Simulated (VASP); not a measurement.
# Zr8N9 (a cell with a defect) in VASP: a series of runs

Zr8N9 (a cell with a defect) is run at these levels: PBEsol; tasks: single point.

All numbers are computed with VASP 6.6.1; they aren't measurements. Logs are shortened: lines on timing, memory, paths and dates and some standing lists are left out, and cuts for length are marked.

### 1 The cell of the first run

The cell holds a defect, 17 atoms: a = 6.489 Å, b = 6.489 Å, c = 6.489 Å, α = 60.00°, β = 60.00°, γ = 60.00°.

### 2 Single point, PBEsol

The input, INCAR:

```
SYSTEM = Zr8N9
  PREC = Accurate
  ENCUT = 520
  EDIFF = 1E-6
  ISMEAR = 0
  SIGMA = 0.05
  LREAL = Auto
  LASPH = .True.
  NELM = 100
  ALGO = Normal
  ISIF = 2
  LWAVE = .False.
  LCHARG = .False.
  GGA = PS
  NBANDS = 84
```

The input, KPOINTS:

```
Automatic mesh
0
Gamma
  3 3 3
  0 0 0
```

The input, POSCAR:

```
Zr8N9
1.0
    0.0000000000      4.5885310000      4.5885310000
    4.5885310000      0.0000000000      4.5885310000
    4.5885310000      4.5885310000      0.0000000000
Zr N
8 9
Direct
    0.2500711837      0.2491275435      0.2501123464
    0.2500503773      0.2491246136      0.7515863106
    0.2500732085      0.7505664661      0.2501134681
    0.2543228734      0.7481806115      0.7491934834
    0.7515452240      0.2491251171      0.2500912671
    0.7492344561      0.2531569507      0.7492776328
    0.7491474090      0.7481777301      0.2543740512
    0.7492266496      0.7482034275      0.7492704257
    0.0014597094      0.0002177381      0.0015118316
    0.0014854429      0.0003310371      0.4977059125
    0.0014516490      0.4966910243      0.0015025105
   -0.0452756680      0.5146382741      0.5158597784
    0.4976662939      0.0003267720      0.0015343789
    0.5156720806     -0.0460478835      0.5157241141
    0.5158150488      0.5146449026     -0.0452441009
    0.5156881627      0.5145237771      0.5157400910
    0.3753760988      0.3745556979      0.3754090985
```

Potentials or basis: VASP PAW PBE potentials, release 64 (Zr_sv, N).

The run is started by

```bash
$ cat potpaw_PBE.64/Zr_sv/POTCAR potpaw_PBE.64/N/POTCAR > POTCAR
$ mpirun -np 1 vasp_std > vasp.out
```

OUTCAR:

```text
SYSTEM = Zr8N9
   PREC = Accurate
   ENCUT = 520
   EDIFF = 1E-6
   ISMEAR = 0
   LREAL = Auto
   LASPH = .True.
   NELM = 100
   ISIF = 2
   GGA = PS

 ion  position               nearest neighbor table
   1  0.250  0.249  0.250-  17 1.99  11 2.28  13 2.28  10 2.28  14 2.45  12 2.45  15 2.45   5 3.24
                             2 3.24   3 3.24   4 3.24   7 3.24   6 3.24   6 3.24   7 3.24   4 3.24
   2  0.250  0.249  0.752-  17 1.99  11 2.28   9 2.28  13 2.28  14 2.44  16 2.44  12 2.44   5 3.23
                             1 3.24   3 3.24   8 3.24   6 3.24   4 3.24   4 3.24   6 3.24   8 3.24
   3  0.250  0.751  0.250-  17 1.99   9 2.28  13 2.28  10 2.28  16 2.45  12 2.45  15 2.45   2 3.24
                             5 3.24   1 3.24   4 3.24   7 3.24   8 3.24   8 3.24   7 3.24   4 3.24
   4  0.254  0.748  0.749-  15 2.15  16 2.15  14 2.15  10 2.31   9 2.31  11 2.31   7 3.21   8 3.21
                             6 3.21   1 3.24   3 3.24   2 3.24   2 3.24   3 3.24   1 3.24   6 3.28
   5  0.752  0.249  0.250-  17 1.99  11 2.28   9 2.28  10 2.28  14 2.44  16 2.44  15 2.44   2 3.23
                             1 3.24   3 3.24   8 3.24   6 3.24   7 3.24   7 3.24   6 3.24   8 3.24
   6  0.749  0.253  0.749-  15 2.15  12 2.15  16 2.15  10 2.31  13 2.31   9 2.31   7 3.21   4 3.21
                             8 3.21   5 3.24   2 3.24   1 3.24   1 3.24   2 3.24   5 3.24   8 3.28
   7  0.749  0.748  0.254-  12 2.15  16 2.15  14 2.15  13 2.31   9 2.31  11 2.31   4 3.21   8 3.21
                             6 3.21   1 3.24   3 3.24   5 3.24   5 3.24   3 3.24   1 3.24   6 3.28
   8  0.749  0.748  0.749-  15 2.15  12 2.15  14 2.15  10 2.31  13 2.31  11 2.31   7 3.21   4 3.21
                             6 3.21   5 3.24   2 3.24   3 3.24   3 3.24   2 3.24   5 3.24   6 3.28
   9  0.001  0.000  0.002-   3 2.28   5 2.28   2 2.28   7 2.31   4 2.31   6 2.31
  10  0.001  0.000  0.498-   3 2.28   1 2.28   5 2.28   4 2.31   8 2.31   6 2.31
  11  0.001  0.497  0.002-   1 2.28   5 2.28   2 2.28   7 2.31   4 2.31   8 2.31
  12  0.955  0.515  0.516-   6 2.15   8 2.15   7 2.15   2 2.44   1 2.45   3 2.45
  13  0.498  0.000  0.002-   3 2.28   1 2.28   2 2.28   7 2.31   8 2.31   6 2.31
  14  0.516  0.954  0.516-   8 2.15   4 2.15   7 2.15   2 2.44   5 2.44   1 2.45
  15  0.516  0.515  0.955-   6 2.15   8 2.15   4 2.15   5 2.44   1 2.45   3 2.45
  16  0.516  0.515  0.516-   6 2.15   4 2.15   7 2.15   2 2.44   5 2.44   3 2.45
  17  0.375  0.375  0.375-   3 1.99   1 1.99   5 1.99   2 1.99

  LATTYP: Found a face centered cubic cell.
 ALAT       =     9.1770620000

  Lattice vectors:

 A1 = (   0.0000000000,   4.5885310000,   4.5885310000)
 A2 = (   4.5885310000,   0.0000000000,   4.5885310000)
 A3 = (   4.5885310000,   4.5885310000,   0.0000000000)

Analysis of symmetry for initial positions (statically):
=====================================================================
 Subroutine PRICEL returns:
 Original cell was already a primitive cell.

 Routine SETGRP: Setting up the symmetry group for a
 face centered cubic supercell.

 Subroutine GETGRP returns: Found  1 space group operations
 (whereof  1 operations were pure point group operations)
 out of a pool of 48 trial point group operations.

The static configuration has the point symmetry C_1 .

Analysis of symmetry for dynamics (positions and initial velocities):
=====================================================================
 Subroutine PRICEL returns:
 Original cell was already a primitive cell.

 Routine SETGRP: Setting up the symmetry group for a
 face centered cubic supercell.

 Subroutine GETGRP returns: Found  1 space group operations
 (whereof  1 operations were pure point group operations)
 out of a pool of 48 trial point group operations.

The dynamic configuration has the point symmetry C_1 .

 Subroutine INISYM returns: Found  1 space group operations
 (whereof  1 operations are pure point group operations),
 and found     1 'primitive' translations

----------------------------------------------------------------------------------------

                                     Primitive cell

  volume of cell :     193.2195

  direct lattice vectors                    reciprocal lattice vectors
     0.000000000  4.588531000  4.588531000    -0.108967336  0.108967336  0.108967336
     4.588531000  0.000000000  4.588531000     0.108967336 -0.108967336  0.108967336
     4.588531000  4.588531000  0.000000000     0.108967336  0.108967336 -0.108967336

  length of vectors
     6.489162772  6.489162772  6.489162772     0.188736963  0.188736963  0.188736963

  position of ions in fractional coordinates (direct lattice)
     0.250071184  0.249127544  0.250112346
[... 51 lines left out ...]

  Length of vectors
     0.062912321  0.062912321  0.062912321

  Shift w.r.t. Gamma in fractional coordinates (k-lattice)
     0.000000000  0.000000000  0.000000000

 Subroutine IBZKPT returns following result:
 ===========================================

 Found     14 irreducible k-points:

 Following reciprocal coordinates:
            Coordinates               Weight
  0.000000  0.000000  0.000000      1.000000
  0.333333  0.000000  0.000000      2.000000
  0.000000  0.333333  0.000000      2.000000
  0.000000  0.000000  0.333333      2.000000
  0.333333  0.333333  0.333333      2.000000
  0.333333  0.333333  0.000000      2.000000
  0.000000  0.333333  0.333333      2.000000
  0.333333  0.000000  0.333333      2.000000
 -0.333333  0.333333  0.000000      2.000000
  0.000000 -0.333333  0.333333      2.000000
  0.333333  0.000000 -0.333333      2.000000
  0.333333  0.333333 -0.333333      2.000000
 -0.333333  0.333333 -0.333333      2.000000
  0.333333 -0.333333 -0.333333      2.000000
   k-points           NKPTS =     14   k-points in BZ     NKDIM =     14   number of bands    NBANDS=     84
   number of dos      NEDOS =    301   number of ions     NIONS =     17
   total plane-waves  NPLWV = 110592
   dimension x,y,z NGX =    48 NGY =   48 NGZ =   48
   dimension x,y,z NGXF=    96 NGYF=   96 NGZF=   96
   ions per type =               8   9
   NGX,Y,Z   is equivalent  to a cutoff of  12.30, 12.30, 12.30 a.u.
   NGXF,Y,Z  is equivalent  to a cutoff of  24.59, 24.59, 24.59 a.u.
 SYSTEM =  Zr8N9
   PREC   = accura    normal or accurate (medium, high low for compatibility)
   ISTART =      0    job   : 0-new  1-cont  2-samecut
   ICHARG =      2    charge: 1-file 2-atom 10-const
   ISPIN  =      1    spin polarized calculation?
   LNONCOLLINEAR =      F non collinear calculations
   LSORBIT =      F    spin-orbit coupling
   LASPH  =      T    aspherical Exc in radial PAW
   ENCUT  =  520.0 eV  38.22 Ry    6.18 a.u.  12.07 12.07 12.07*2*pi/ulx,y,z
   NELM   =    100;   NELMIN=  2; NELMDL= -5     # of ELM steps
   EDIFF  = 0.1E-05   stopping-criterion for ELM
   LREAL  =      T    real-space projection
   EDIFFG = 0.1E-04   stopping-criterion for IOM
   NSW    =      0    number of steps for IOM
   IBRION =     -1    ionic relax: 0-MD 1-quasi-New 2-CG
   NFREE  =      0    steps in history (QN), initial steepest desc. (CG)
   ISIF   =      2    stress and relaxation
   ISYM   =      2    0-nonsym 1-usesym 2-fastsym
   POTIM  = 0.5000    time-step for ionic-motion
   TEBEG  =    0.0;   TEEND  =   0.0 temperature during run
   PSTRESS=    0.0 pullay stress
   NELECT =     141.0000    total number of electrons
   NUPDOWN=      -1.0000    fix difference up-down
   EMIN   =  10.00;   EMAX   =-10.00  energy-range for DOS
   EFERMI =   0.00;   METHOD = LEGACY
   ISMEAR =     0;   SIGMA  =   0.05  broadening in eV -4-tet -1-fermi 0-gaus
   EFERMI_NEDOS =   21; number of points for ismear=-14 and -15
   IALGO  =     38    algorithm
   IMIX   =      4    mixing-type and parameters
     AMIX     =   0.40;   BMIX     =  1.00
     AMIX_MAG =   1.60;   BMIX_MAG =  1.00
  volume/ion in A,a.u.               =      11.37        76.70
  Fermi-wavevector in a.u.,A,eV,Ry     =   1.473887  2.785243 29.556521  2.172343
  Thomas-Fermi vector in A             =   2.588725
   LORBIT       =      0    0 simple, 1 ext, 2 COOP (PROOUT), +10 PAW based schemes
   GGA     = PS    functional components
   LHFCALC =     F    Hartree Fock is set to
   AEXX    =    0.0000 exact exchange contribution
   IVDW    =     0    specifies the selected vdW correction
   LEPSILON=     F    determine dielectric tensor
   LRPA    =     F    only Hartree local field effects (RPA)
 non-spin polarized calculation
 Gauss-broadening in eV      SIGMA  =   0.05
  energy-cutoff  :      520.00
  volume of cell :      193.22
 maximum number of plane-waves:      5237
   NGX = 25   NGY = 25   NGZ = 25

 number of electron     140.9999999 magnetization

 Free energy of the ion-electron system (eV)
  ---------------------------------------------------
  ext. energy  EPLUGINS =         0.00000000
  ---------------------------------------------------
  free energy    TOTEN  =      -178.09361999 eV

  energy without entropy =     -178.07835756  energy(sigma->0) =     -178.08598878

 E-fermi :  11.8166     XC(G=0): -12.8240

 val. band max:       11.8082078396   @ k =   0.3333   0.0000  -0.3333
 cond. band min:      11.9421501527   @ k =   0.0000   0.3333   0.0000
 fundamental gap:      0.1339423132
 Fermi energy:        11.8165832574

 k-point     1 :       0.0000    0.0000    0.0000
  band No.  band energies     occupation
      1     -37.3846      2.00000
      2     -37.2631      2.00000
      3     -37.2630      2.00000
      4     -37.2629      2.00000
      5     -37.1423      2.00000
      6     -37.0587      2.00000
[... 1179 lines left out ...]
     81      14.7730      0.00000
     82      14.8328      0.00000
 [bands above 82 left out]

------------------------ aborting loop because EDIFF is reached ----------------------------------------

  FORCE on cell =-STRESS in cart. coord.  units (eV):
  Direction    XX          YY          ZZ          XY          YZ          ZX
  --------------------------------------------------------------------------------------
  -------------------------------------------------------------------------------------
  Total       11.3996540     11.3855711     11.3996204     -0.0000955      0.0002452      0.0030834
  in kB       94.5259922     94.4092169     94.5257136     -0.0007923      0.0020333      0.0255676
  external PRESSURE =      94.4869742 kB  Pullay stress =       0.0000000 kB

 VOLUME and BASIS-vectors are now :
 -----------------------------------------------------------------------------
  energy-cutoff  :      520.00
  volume of cell :      193.22
      direct lattice vectors                 reciprocal lattice vectors
     0.000000000  4.588531000  4.588531000    -0.108967336  0.108967336  0.108967336
     4.588531000  0.000000000  4.588531000     0.108967336 -0.108967336  0.108967336
     4.588531000  4.588531000  0.000000000     0.108967336  0.108967336 -0.108967336

 POSITION                                       TOTAL-FORCE (eV/Angst)
 -----------------------------------------------------------------------------------
      2.29078      2.29511      2.29059        -0.048935     -0.039381     -0.049283
      4.59179      4.59604      2.29048         0.037835      0.042898     -0.038401
      4.59165      2.29512      4.59147         0.049694     -0.040391      0.049346
      6.87075      4.60467      4.60002        -0.001095      0.002855      0.000664
      2.29067      4.59604      4.59161        -0.038647      0.043340      0.037927
      4.59970      6.87597      4.59950         0.003053     -0.000469      0.003066
[... 9 lines left out ...]
      4.72740      4.73274      4.72716        -0.017549     -0.022117     -0.017252
      3.44124      3.44500      3.44109        -0.000235      0.007398     -0.000678
 -----------------------------------------------------------------------------------
    total drift:                                0.000116     -0.001089      0.000322

  FREE ENERGIE OF THE ION-ELECTRON SYSTEM (eV)
  ---------------------------------------------------
  free  energy   TOTEN  =      -178.0936199924 eV

  energy  without entropy=     -178.0783575602  energy(sigma->0) =     -178.08598878
```

Wall time 16 min (1 thread of Intel Xeon 8259CL, shared host); peak memory 0.4 GiB.

Results:

```yaml
Free_energy: -178.0936 eV
Pressure: 9.4 GPa
Largest_force: 0.081 eV/Å
Band_gap_on_the_k_mesh: zero (an odd number of electrons rules out a gap without spin polarisation)
```

Forces on the atoms (eV/Å):
```
Zr  -0.049 -0.039 -0.049
Zr   0.038  0.043 -0.038
Zr   0.050 -0.040  0.049
Zr  -0.001  0.003  0.001
Zr  -0.039  0.043  0.038
Zr   0.003  0.000  0.003
Zr   0.001  0.003 -0.001
Zr  -0.003  0.000 -0.003
N   -0.001 -0.010  0.000
N    0.006 -0.002 -0.005
N    0.001 -0.010  0.001
N   -0.029  0.023  0.030
N   -0.005 -0.002  0.006
N    0.016 -0.020  0.017
N    0.030  0.024 -0.030
N   -0.018 -0.022 -0.017
N    0.000  0.007 -0.001
```

Caveat: the k points lie up to 0.40 Å⁻¹ apart, too coarse for converged energies and pressures of a metal; the PAW data sets were made with another functional, which shifts forces and pressure a little; an odd number of electrons without spin polarisation forces a metal; a magnetic or distorted state may lie lower.

### 3 Single point, PBEsol

The input, INCAR:

```
PREC = Accurate ; ENCUT = 520
EDIFF = 1E-6 ; ISMEAR = 0
SIGMA = 0.05 ; LREAL = Auto
LASPH = T ; NELM = 60
ALGO = Normal ; ISIF = 2
LWAVE = F ; LCHARG = T
GGA = PS ; LELF = T
LVHAR = T ; NBANDS = 84
```

The input, KPOINTS:

```
regular mesh
0
Gamma
  3 3 3
```

The input, POSCAR:

```
Zr8N9
1.0
    0.0000000000      4.5885310000      4.5885310000
    4.5885310000      0.0000000000      4.5885310000
    4.5885310000      4.5885310000      0.0000000000
Zr N
8 9
Direct
    0.2457781856      0.2535131567      0.2506088527
    0.2522047964      0.2482011839      0.7499948328
    0.2492323004      0.7488105974      0.2494142551
    0.2492474289      0.7488167200      0.7529270958
    0.7497157950      0.2493353732      0.2547863593
    0.7498162883      0.2492289586      0.7465765774
    0.7539574283      0.7453529339      0.2505099034
    0.7486306168      0.7517798894      0.7499834114
    0.0025785307      0.0011883439     -0.0016302985
   -0.0148853247      0.0449420001      0.4852174281
   -0.0156412961      0.4838869037      0.0461607648
   -0.0156704641      0.4838679475      0.4861129698
    0.4974501727     -0.0029556764      0.0025254537
    0.4975976435     -0.0029941758      0.5032395743
    0.5017056091      0.5020242515     -0.0017085907
    0.5453276367      0.4846512824      0.4852784124
    0.1248124727      0.6243765300      0.6256059983
```

Potentials or basis: VASP PAW PBE potentials, release 64 (Zr_sv, N).

The run is started by

```bash
$ cat potpaw_PBE.64/Zr_sv/POTCAR potpaw_PBE.64/N/POTCAR > POTCAR
$ mpirun -np 1 vasp_std > vasp.out
```

It took 17 min on 1 thread of Intel Xeon 8259CL, shared host; peak memory 0.4 GiB.

Results (log left out):

| Quantity | Value |
| --- | --- |
| Free energy | -178.0946 eV |
| Pressure | 9.4 GPa |
| Largest force | 0.050 eV/Å |
| Band gap on the k mesh | zero (an odd number of electrons rules out a gap without spin polarisation) |

Forces on the atoms (eV/Å):
```
Zr  -0.019  0.018 -0.010
Zr  -0.018  0.017 -0.044
Zr  -0.020 -0.016  0.036
Zr   0.017  0.020  0.036
Zr  -0.021 -0.020  0.008
Zr   0.026  0.020  0.008
Zr   0.019 -0.014 -0.014
Zr   0.015 -0.015 -0.045
N   -0.003  0.000 -0.015
N   -0.023  0.017 -0.006
N   -0.015 -0.014  0.009
N    0.010  0.008  0.010
N   -0.002 -0.002  0.020
N    0.010  0.004  0.016
N    0.008 -0.004 -0.013
N    0.014 -0.018 -0.001
N    0.003 -0.001  0.005
```

Stress tensor (GPa, compression positive):
```
9.85 0.00 0.00
0.00 9.84 0.00
0.00 0.00 8.64
```

Levels at points of the mesh, in eV from the Fermi level:
```
           k point  band 66  band 67  band 68  band 69  band 70  band 71  band 72  band 73  band 74  band 75
(0.00, 0.00, 0.00)    -2.73    -2.71    -2.08    -2.08    -2.07    -0.22     1.39     1.39     1.41     1.66
```

Caveat: the k points lie up to 0.40 Å⁻¹ apart, too coarse for converged energies and pressures of a metal; the PAW data sets were made with another functional, which shifts forces and pressure a little; an odd number of electrons without spin polarisation forces a metal; a magnetic or distorted state may lie lower.

### 4 Single point, PBEsol

The input, INCAR:

```
PREC     = Accurate       # precision mode
ENCUT    = 520            # plane-wave cutoff, eV
EDIFF    = 1E-6           # SCF threshold, eV
ISMEAR   = 0              # smearing method
SIGMA    = 0.05           # smearing width, eV
LREAL    = Auto         
LASPH    = T              # aspherical terms in the spheres
NELM     = 100            # most SCF steps
ALGO     = Normal         # electronic algorithm
ISIF     = 2              # what is computed and relaxed
LWAVE    = F              # write WAVECAR
LCHARG   = F              # write CHGCAR
GGA      = PS             # functional
NBANDS   = 84             # bands
```

KPOINTS is that of step 3.

The input, POSCAR:

```
Zr8N9
1.0
    0.0000000000      4.5885310000      4.5885310000
    4.5885310000      0.0000000000      4.5885310000
    4.5885310000      4.5885310000      0.0000000000
Zr N
8 9
Direct
    0.2500712102      0.2491275530      0.2501123998
    0.2500503974      0.2491246109      0.7515862920
    0.2500731716      0.7505664667      0.2501134895
    0.2543228977      0.7481805179      0.7491934783
    0.7515452113      0.2491251557      0.2500912601
    0.7492344500      0.2531569472      0.7492776010
    0.7491473851      0.7481777937      0.2543740034
    0.7492266043      0.7482034010      0.7492704092
    0.0014597264      0.0002177167      0.0015118128
    0.0014854427      0.0003310428      0.4977059107
    0.0014516629      0.4966909889      0.0015024416
   -0.0452756013      0.5146382361      0.5158597599
    0.4976663555      0.0003267930      0.0015343691
    0.5156720092     -0.0460478528      0.5157240956
    0.5158149743      0.5146448831     -0.0452441097
    0.5156880274      0.5145238204      0.5157401138
    0.3753760190      0.3745557129      0.3754091451
```

The run is started by

```bash
$ cat potpaw_PBE.64/Zr_sv/POTCAR potpaw_PBE.64/N/POTCAR > POTCAR
$ mpirun -np 1 vasp_std > vasp.out
```

Wall time 16 min (1 thread of Intel Xeon 8259CL, shared host); peak memory 0.4 GiB.

Results (log left out):

```yaml
Free_energy: -178.0936 eV
Pressure: 9.4 GPa
Largest_force: 0.081 eV/Å
Band_gap_on_the_k_mesh: zero (an odd number of electrons rules out a gap without spin polarisation)
```

Forces on the atoms (eV/Å):
```
Zr  -0.049 -0.039 -0.049
Zr   0.038  0.043 -0.038
Zr   0.050 -0.040  0.049
Zr  -0.001  0.003  0.001
Zr  -0.039  0.043  0.038
Zr   0.003  0.000  0.003
Zr   0.001  0.003 -0.001
Zr  -0.003  0.000 -0.003
N   -0.001 -0.010  0.000
N    0.006 -0.002 -0.005
N    0.001 -0.010  0.001
N   -0.029  0.023  0.030
N   -0.005 -0.002  0.006
N    0.016 -0.020  0.017
N    0.030  0.024 -0.030
N   -0.018 -0.022 -0.017
N    0.000  0.007 -0.001
```

Levels at points of the mesh, in eV from the Fermi level:
```csv
k point,band 69,band 70,band 71,band 72,band 73,band 74
"(0.00, 0.00, 0.00)",-2.07,-2.06,-0.21,1.40,1.40,1.41
```

Caveat: the k points lie up to 0.40 Å⁻¹ apart, too coarse for converged energies and pressures of a metal; the PAW data sets were made with another functional, which shifts forces and pressure a little; an odd number of electrons without spin polarisation forces a metal; a magnetic or distorted state may lie lower.

The gap in the log of VASP goes by the Fermi energy; the results here count the filled bands.